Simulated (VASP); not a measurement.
Input of a VASP 6.6.1 run:

File POSCAR:

```
HfC
1.0
    3.3090974206      0.0000000000      0.0000000000
   -1.6545487102      2.8657624298      0.0000000000
    0.0000000000      0.0000000000      5.1501577401
Hf C
2 2
Direct
    0.3333333333      0.6666666667      0.2500000000
    0.6666666667      0.3333333333      0.7500000000
    0.0000000000      0.0000000000      0.5000000000
    0.0000000000      0.0000000000      0.0000000000
```

Contents of INCAR.step1:

```
SYSTEM = HfC
  ALGO = Normal
  EDIFF = 1E-4
  ENCUT = 520
  GGA = PE
  ISMEAR = 0
  LASPH = .True.
  LCHARG = .False.
  LREAL = .False.
  LWAVE = .True.
  NBANDS = 22
  NELM = 100
  PREC = Accurate
  SIGMA = 0.02
```

Contents of INCAR.step2:

```
SYSTEM = HfC
  ALGO = Normal
  EDIFF = 1E-6
  ENCUT = 520
  ISIF = 2
  ISMEAR = 0
  ISTART = 1
  LASPH = .True.
  LCHARG = .False.
  LMIXTAU = .True.
  LREAL = .False.
  LWAVE = .False.
  METAGGA = R2SCAN
  NBANDS = 22
  NELM = 100
  PREC = Accurate
  SIGMA = 0.02
```

File KPOINTS:

```
k-points
0
Gamma
  11 11 6
  0 0 0
```

Potentials or basis: VASP PAW PBE potentials, release 64 (Hf_pv, C).

Run with:

```bash
$ cat potpaw_PBE.64/Hf_pv/POTCAR potpaw_PBE.64/C/POTCAR > POTCAR
$ cp INCAR.step1 INCAR
$ mpirun -np 1 vasp_std > vasp.out
$ cp INCAR.step2 INCAR
$ mpirun -np 1 vasp_std > vasp.out
```

Task: Predict the pressure.

Result: 3.7 GPa.

Task: What does it give for the band gap on the k mesh?

Result: Zero (bands 14 and 15 overlap by 1.22 eV).

Stress tensor (GPa, compression positive):
```
2.48 0.00 0.00
0.00 2.48 0.00
0.00 0.00 6.09
```

Caveat: the cell stands under pressure; the PAW data sets were made with another functional, which shifts forces and pressure a little; spin-orbit coupling is left out, which moves the levels of the heavy elements.
